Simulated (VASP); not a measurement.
Write the native input for VASP 6.6.1 that does the following.

```yaml
Task: single point
Functional: PBE
Potentials_or_basis: VASP PAW PBE potentials, release 64 (Er_3, H), 4f in core
Cutoff: 500 eV
k_mesh: 10 × 10 × 10
Occupations: gaussian, width 0.1 eV
Spin: no spin polarisation
Dipole_correction: no
Mended: yes
Further_INCAR_settings: ALGO = Normal; EDIFF = 1e-06; NBANDS = 14
```

The structure of ErH4 lies in POSCAR:

```
ErH4
1.0
    4.0712837704      0.0000000000      0.0000000000
    0.0000000000      4.0712837704      0.0000000000
    0.0000000000      0.0000000000      4.0712837704
Er H
1 4
Direct
    0.0000000000      0.0000000000      0.0000000000
    0.5000000000      0.0000000000      0.0000000000
    0.0000000000      0.5000000000      0.0000000000
    0.0000000000      0.0000000000      0.5000000000
    0.5000000000      0.5000000000      0.5000000000
```

The cell was built from a structure type or drawn by symmetry, and may not be a known phase.

These files were run (other wordings do the same):

INCAR

```
PREC     = Accurate       # precision mode
ENCUT    = 500            # plane-wave cutoff, eV
EDIFF    = 1E-6           # SCF threshold, eV
ISMEAR   = 0              # smearing method
SIGMA    = 0.1            # smearing width, eV
LREAL    = False          # projectors in reciprocal space
LASPH    = True           # aspherical terms in the spheres
NELM     = 200            # most SCF steps
ALGO     = Normal         # electronic algorithm
ISIF     = 2              # what is computed and relaxed
LWAVE    = False          # write WAVECAR
LCHARG   = True           # write CHGCAR
GGA      = PE             # functional
LELF     = True           # ELF
LVHAR    = True         
NBANDS   = 14             # bands
GGA_COMPAT= False        
LMAXMIX  = 6              # l up to which the mixer works
```

KPOINTS

```
Automatic mesh
0
Gamma
  10 10 10
```

Potentials or basis: VASP PAW PBE potentials, release 64 (Er_3, H), 4f in core.

The run is started by

```bash
$ cat potpaw_PBE.64/Er_3/POTCAR potpaw_PBE.64/H/POTCAR > POTCAR
$ mpirun -np 1 vasp_std > vasp.out
```

It gave:

The pressure is 0.2 GPa. The band gap on the k mesh is zero (an odd number of electrons rules out a gap without spin polarisation).

Caveat: spin-orbit coupling is left out, which moves the levels of the heavy elements; the 4f electrons are frozen in the core, so they carry no moment and show no levels.

It took 24 s on 1 thread of AMD EPYC 9R45 (Zen 5), with other jobs on the host, peak memory 0.17 GiB.
